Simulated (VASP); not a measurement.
# Pd (Fm-3m) in VASP: notebook

The runs below take Pd through single point, relaxation of cell and atoms, with PBEsol.

Program: VASP 6.6.1. These are calculated values, not measurements. Logs are shortened: lines on timing, memory, paths and dates and some standing lists are left out, and cuts for length are marked.

### 1 The cell of the first run

The structure is cubic, space group Fm-3m (No. 225). Conventional cell: a = 3.872 Å, b = 3.872 Å, c = 3.872 Å, α = 90.00°, β = 90.00°, γ = 90.00°. Pd (site symmetry m-3m) has 12 Pd at 2.74 Å within 3.6 Å.

### 2 Single point, PBEsol

INCAR reads:

```
SYSTEM = Pd
PREC     = Accurate       ! precision mode
ENCUT    = 520            ! plane-wave cutoff, eV
EDIFF    = 1E-6           ! SCF threshold, eV
ISMEAR   = 1              ! smearing method
SIGMA    = 0.1            ! smearing width, eV
LREAL    = .FALSE.        ! projectors in reciprocal space
LASPH    = .TRUE.         ! aspherical terms in the spheres
NELM     = 80             ! most SCF steps
ALGO     = Normal         ! electronic algorithm
ISIF     = 2              ! what is computed and relaxed
LWAVE    = .FALSE.        ! write WAVECAR
LCHARG   = .FALSE.        ! write CHGCAR
GGA      = PS             ! functional
NBANDS   = 11             ! bands
```

KPOINTS reads:

```
Automatic mesh
0
G
  9 9 9
  0 0 0
```

POSCAR reads:

```
Pd
1.0
    0.0000000000      1.9360334147      1.9360334147
    1.9360334147      0.0000000000      1.9360334147
    1.9360334147      1.9360334147      0.0000000000
Pd
1
Direct
    0.0000000000      0.0000000000      0.0000000000
```

Potentials or basis: VASP PAW PBE potentials, release 64 (Pd).

Command:

```bash
cat potpaw_PBE.64/Pd/POTCAR > POTCAR
mpirun -np 1 vasp_std > vasp.out
```

OUTCAR:

```text
SYSTEM = Pd
   PREC = Accurate
   ENCUT = 520
   EDIFF = 1E-6
   ISMEAR = 1
   LREAL = .FALSE.
   LASPH = .TRUE.
   NELM = 80
   ISIF = 2
   GGA = PS

 ion  position               nearest neighbor table
   1  0.000  0.000  0.000-

  LATTYP: Found a face centered cubic cell.
 ALAT       =     3.8720668294

  Lattice vectors:

 A1 = (   0.0000000000,   1.9360334147,   1.9360334147)
 A2 = (   1.9360334147,   0.0000000000,   1.9360334147)
 A3 = (   1.9360334147,   1.9360334147,   0.0000000000)

Analysis of symmetry for initial positions (statically):
=====================================================================
 Subroutine PRICEL returns:
 Original cell was already a primitive cell.

 Routine SETGRP: Setting up the symmetry group for a
 face centered cubic supercell.

 Subroutine GETGRP returns: Found 48 space group operations
 (whereof 48 operations were pure point group operations)
 out of a pool of 48 trial point group operations.

The static configuration has the point symmetry O_h .

Analysis of symmetry for dynamics (positions and initial velocities):
=====================================================================
 Subroutine PRICEL returns:
 Original cell was already a primitive cell.

 Routine SETGRP: Setting up the symmetry group for a
 face centered cubic supercell.

 Subroutine GETGRP returns: Found 48 space group operations
 (whereof 48 operations were pure point group operations)
 out of a pool of 48 trial point group operations.

The dynamic configuration has the point symmetry O_h .

 Subroutine INISYM returns: Found 48 space group operations
 (whereof 48 operations are pure point group operations),
 and found     1 'primitive' translations

----------------------------------------------------------------------------------------

                                     Primitive cell

  volume of cell :      14.5134

  direct lattice vectors                    reciprocal lattice vectors
     0.000000000  1.936033415  1.936033415    -0.258260005  0.258260005  0.258260005
     1.936033415  0.000000000  1.936033415     0.258260005 -0.258260005  0.258260005
     1.936033415  1.936033415  0.000000000     0.258260005  0.258260005 -0.258260005

  length of vectors
     2.737964712  2.737964712  2.737964712     0.447319451  0.447319451  0.447319451

  position of ions in fractional coordinates (direct lattice)
     0.000000000  0.000000000  0.000000000

  ion indices of the primitive-cell ions
   primitive index   ion index
                 1           1

----------------------------------------------------------------------------------------

 KPOINTS: Automatic mesh

Automatic generation of k-mesh.
 Grid dimensions read from file:
 generate k-points for:    9    9    9

 Generating k-lattice:

  Cartesian coordinates                     Fractional coordinates (reciprocal lattice)
    -0.028695556  0.028695556  0.028695556     0.111111111  0.000000000  0.000000000
     0.028695556 -0.028695556  0.028695556     0.000000000  0.111111111  0.000000000
     0.028695556  0.028695556 -0.028695556     0.000000000  0.000000000  0.111111111

  Length of vectors
     0.049702161  0.049702161  0.049702161

  Shift w.r.t. Gamma in fractional coordinates (k-lattice)
     0.000000000  0.000000000  0.000000000

 Subroutine IBZKPT returns following result:
 ===========================================

 Found     35 irreducible k-points:

 Following reciprocal coordinates:
            Coordinates               Weight
  0.000000  0.000000  0.000000      1.000000
  0.111111  0.000000  0.000000      8.000000
  0.222222  0.000000  0.000000      8.000000
  0.333333  0.000000  0.000000      8.000000
  0.444444  0.000000  0.000000      8.000000
  0.111111  0.111111  0.000000      6.000000
[... 16 lines left out ...]
 -0.333333  0.333333  0.000000     12.000000
  0.444444  0.444444  0.000000      6.000000
 [... further k-points ...]
   k-points           NKPTS =     35   k-points in BZ     NKDIM =     35   number of bands    NBANDS=     11
   number of dos      NEDOS =    301   number of ions     NIONS =      1
   total plane-waves  NPLWV =   8000
   dimension x,y,z NGX =    20 NGY =   20 NGZ =   20
   dimension x,y,z NGXF=    40 NGYF=   40 NGZF=   40
   ions per type =               1
   NGX,Y,Z   is equivalent  to a cutoff of  12.14, 12.14, 12.14 a.u.
   NGXF,Y,Z  is equivalent  to a cutoff of  24.29, 24.29, 24.29 a.u.
 SYSTEM =  Pd
   PREC   = accura    normal or accurate (medium, high low for compatibility)
   ISTART =      0    job   : 0-new  1-cont  2-samecut
   ICHARG =      2    charge: 1-file 2-atom 10-const
   ISPIN  =      1    spin polarized calculation?
   LNONCOLLINEAR =      F non collinear calculations
   LSORBIT =      F    spin-orbit coupling
   LASPH  =      T    aspherical Exc in radial PAW
   ENCUT  =  520.0 eV  38.22 Ry    6.18 a.u.   5.09  5.09  5.09*2*pi/ulx,y,z
   NELM   =     80;   NELMIN=  2; NELMDL= -5     # of ELM steps
   EDIFF  = 0.1E-05   stopping-criterion for ELM
   LREAL  =      F    real-space projection
   EDIFFG = 0.1E-04   stopping-criterion for IOM
   NSW    =      0    number of steps for IOM
   IBRION =     -1    ionic relax: 0-MD 1-quasi-New 2-CG
   NFREE  =      0    steps in history (QN), initial steepest desc. (CG)
   ISIF   =      2    stress and relaxation
   ISYM   =      2    0-nonsym 1-usesym 2-fastsym
   POTIM  = 0.5000    time-step for ionic-motion
   TEBEG  =    0.0;   TEEND  =   0.0 temperature during run
   PSTRESS=    0.0 pullay stress
   NELECT =      10.0000    total number of electrons
   NUPDOWN=      -1.0000    fix difference up-down
   EMIN   =  10.00;   EMAX   =-10.00  energy-range for DOS
   EFERMI =   0.00;   METHOD = LEGACY
   ISMEAR =     1;   SIGMA  =   0.10  broadening in eV -4-tet -1-fermi 0-gaus
   EFERMI_NEDOS =   21; number of points for ismear=-14 and -15
   IALGO  =     38    algorithm
   IMIX   =      4    mixing-type and parameters
     AMIX     =   0.40;   BMIX     =  1.00
     AMIX_MAG =   1.60;   BMIX_MAG =  1.00
  volume/ion in A,a.u.               =      14.51        97.94
  Fermi-wavevector in a.u.,A,eV,Ry     =   1.445946  2.732441 28.446503  2.090759
  Thomas-Fermi vector in A             =   2.564070
   LORBIT       =      0    0 simple, 1 ext, 2 COOP (PROOUT), +10 PAW based schemes
   GGA     = PS    functional components
   LHFCALC =     F    Hartree Fock is set to
   AEXX    =    0.0000 exact exchange contribution
   IVDW    =     0    specifies the selected vdW correction
   LEPSILON=     F    determine dielectric tensor
   LRPA    =     F    only Hartree local field effects (RPA)
 non-spin polarized calculation
 Methfessel and Paxton  Order N= 1 SIGMA  =   0.10
  energy-cutoff  :      520.00
  volume of cell :       14.51
 maximum number of plane-waves:       397
   NGX = 11   NGY = 11   NGZ = 11

 number of electron      10.0000002 magnetization

 Free energy of the ion-electron system (eV)
  ---------------------------------------------------
  ext. energy  EPLUGINS =         0.00000000
  ---------------------------------------------------
  free energy    TOTEN  =        -5.96822348 eV

  energy without entropy =       -5.96939454  energy(sigma->0) =       -5.96861383

 E-fermi :   9.8466     XC(G=0): -13.4844

 val. band max:        9.8431915955   @ k =   0.4444   0.1111   0.0000
 cond. band min:       9.8858326625   @ k =  -0.4444   0.3333   0.0000
 fundamental gap:      0.0426410671
 Fermi energy:         9.8466383710

 k-point     1 :       0.0000    0.0000    0.0000
  band No.  band energies     occupation
      1       2.5297      2.00000
      2       6.9464      2.00000
      3       6.9464      2.00000
      4       6.9464      2.00000
      5       8.6239      2.00000
      6       8.6239      2.00000
      7      27.0304      0.00000
      8      31.8953      0.00000
      9      31.8953      0.00000
     10      31.8953      0.00000
     11      35.8725      0.00000

 k-point     2 :       0.1111    0.0000    0.0000
  band No.  band energies     occupation
      1       2.9736      2.00000
      2       6.7999      2.00000
      3       7.0923      2.00000
      4       7.0923      2.00000
      5       8.5621      2.00000
      6       8.5621      2.00000
      7      27.4471      0.00000
      8      29.5887      0.00000
      9      32.4133      0.00000
     10      32.4133      0.00000
     11      35.9415      0.00000

 k-point     3 :       0.2222    0.0000    0.0000
  band No.  band energies     occupation
      1       4.0169      2.00000
      2       6.7491      2.00000
      3       7.2638      2.00000
      4       7.2638      2.00000
      5       8.6625      2.00000
      6       8.6625      2.00000
      7      25.4801      0.00000
      8      28.2465      0.00000
      9      33.5333      0.00000
     10      33.5333      0.00000
     11      35.6607      0.00000

 k-point     4 :       0.3333    0.0000    0.0000
  band No.  band energies     occupation
      1       4.5159      2.00000
      2       7.1125      2.00000
      3       7.1125      2.00000
      4       8.0433      2.00000
      5       9.2378      2.00000
      6       9.2378      2.00000
      7      21.4204      0.00000
      8      27.3561      0.00000
      9      32.8153      0.00000
     10      32.8153      0.00000
     11      36.4258      0.00000
[... 239 lines left out ...]
 k-point    22 :      -0.4444    0.3333    0.0000
  band No.  band energies     occupation
      1       4.9326      2.00000
      2       5.4662      2.00000
      3       7.9810      2.00000
      4       8.8642      2.00000
      5       9.8858      0.38974
      6      15.4356      0.00000
      7      18.9544      0.00000
      8      21.9096      0.00000
      9      25.5456      0.00000
     10      30.5135      0.00000
     11      35.8425      0.00000

 k-point    23 :      -0.3333    0.3333    0.0000
  band No.  band energies     occupation
      1       5.3726      2.00000
      2       6.1331      2.00000
      3       7.1114      2.00000
      4       8.4688      2.00000
      5       9.3709      2.00000
      6      15.8931      0.00000
      7      18.8901      0.00000
      8      20.9830      0.00000
      9      27.6792      0.00000
     10      29.7981      0.00000
     11      35.9588      0.00000

 k-point    24 :       0.4444    0.4444    0.0000
  band No.  band energies     occupation
      1       4.3961      2.00000
      2       4.6715      2.00000
      3       9.7968      1.73808
      4      10.0299     -0.02643
      5      10.0299     -0.02643
      6      12.4501      0.00000
      7      21.6399      0.00000
      8      23.4092      0.00000
      9      23.4092      0.00000
     10      31.5495      0.00000
     11      31.6422      0.00000

 [... further k-points ...]

------------------------ aborting loop because EDIFF is reached ----------------------------------------

  FORCE on cell =-STRESS in cart. coord.  units (eV):
  Direction    XX          YY          ZZ          XY          YZ          ZX
  --------------------------------------------------------------------------------------
  -------------------------------------------------------------------------------------
  Total       -0.0314146     -0.0314146     -0.0314146      0.0000000      0.0000000     -0.0000000
  in kB       -3.4679532     -3.4679532     -3.4679532      0.0000000      0.0000000     -0.0000000
  external PRESSURE =      -3.4679532 kB  Pullay stress =       0.0000000 kB

 VOLUME and BASIS-vectors are now :
 -----------------------------------------------------------------------------
  energy-cutoff  :      520.00
  volume of cell :       14.51
      direct lattice vectors                 reciprocal lattice vectors
     0.000000000  1.936033415  1.936033415    -0.258260005  0.258260005  0.258260005
     1.936033415  0.000000000  1.936033415     0.258260005 -0.258260005  0.258260005
     1.936033415  1.936033415  0.000000000     0.258260005  0.258260005 -0.258260005

 POSITION                                       TOTAL-FORCE (eV/Angst)
 -----------------------------------------------------------------------------------
      0.00000      0.00000      0.00000         0.000000      0.000000      0.000000
 -----------------------------------------------------------------------------------
    total drift:                                0.000000     -0.000000     -0.000000

  FREE ENERGIE OF THE ION-ELECTRON SYSTEM (eV)
  ---------------------------------------------------
  free  energy   TOTEN  =        -5.9682234805 eV

  energy  without entropy=       -5.9693945374  energy(sigma->0) =       -5.96861383
```

Wall time 3.6 s (1 thread of Intel Xeon Platinum 8488C (Sapphire Rapids), shared host); peak memory 0.12 GiB.

Results:

| Item | Value |
| --- | --- |
| Free energy | -5.9682 eV |
| Pressure | -0.3 GPa |
| Band gap on the k mesh | zero (band 5 reaches 10.08 eV, above the bottom of band 6 at 8.56 eV) |

Caveat: the PAW data sets were made with another functional, which shifts forces and pressure a little.

### 3 Relaxation of cell and atoms, PBEsol

This run uses another cell than the first one, of 14.75 Å³/atom, 1.016 times its volume.

INCAR reads:

```
PREC     = Accurate       # precision mode
ENCUT    = 600            # plane-wave cutoff, eV
EDIFF    = 1E-7           # SCF threshold, eV
ISMEAR   = 1              # smearing method
SIGMA    = 0.1            # smearing width, eV
LREAL    = False          # projectors in reciprocal space
LASPH    = True           # aspherical terms in the spheres
NELM     = 80             # most SCF steps
ALGO     = Normal         # electronic algorithm
ISIF     = 3              # what is computed and relaxed
LWAVE    = False          # write WAVECAR
LCHARG   = False          # write CHGCAR
GGA      = PS             # functional
IBRION   = 2              # ionic algorithm
NSW      = 60             # ionic steps
EDIFFG   = -0.02          # ionic threshold
```

KPOINTS reads:

```
regular mesh
0
Gamma
  9 9 9
```

POSCAR reads:

```
Pd
1.0
    0.0000000000      1.9465000000      1.9465000000
    1.9465000000      0.0000000000      1.9465000000
    1.9465000000      1.9465000000      0.0000000000
Pd
1
Direct
    0.0000000000      0.0000000000      0.0000000000
```

Potentials or basis: VASP PAW PBE potentials, release 64 (Pd).

Command:

```bash
cat potpaw_PBE.64/Pd/POTCAR > POTCAR
mpirun -np 1 vasp_std > vasp.out
```

It took 9.5 s on 1 thread of Intel Xeon Platinum 8488C (Sapphire Rapids), shared host; peak memory 0.15 GiB.

Results (log left out):

```
Free energy                            : -5.9688 eV
Relaxed volume                         : 14.49 Å³/atom
Relaxed cell                           : a = 2.736 Å, b = 2.736 Å, c = 2.736 Å, α = 60.00°, β = 60.00°, γ = 60.00°
Space group after relaxing (to 0.05 Å) : Fm-3m (No. 225)
Energy gained by relaxing              : 3.0 meV/atom
Ionic steps                            : 3
Pressure after relaxing                : 0.0 GPa
Band gap on the k mesh                 : zero (band 5 reaches 10.11 eV, above the bottom of band 6 at 8.59 eV)
```

The path:
```
step  energy change (eV)  largest force (eV/Å)  pressure (GPa)  volume (Å³)
   1              0.0000                0.0000           -3.56        14.75
   2              0.0057                0.0000            6.77        14.06
   3             -0.0030                0.0000           -0.02        14.49
```

Final structure:
```
Pd
1.0
     0.00000    1.93497    1.93497
     1.93497    0.00000    1.93497
     1.93497    1.93497    0.00000
Pd
1
Direct
  0.00000 0.00000 0.00000
```

Levels at points of the mesh, in eV from the Fermi level:
```
           k point  band 3  band 4  band 5  band 6  band 7  band 8
(0.00, 0.00, 0.00)   -2.91   -2.91   -1.23   -1.23   17.18   22.06
```

Caveat: the PAW data sets were made with another functional, which shifts forces and pressure a little.
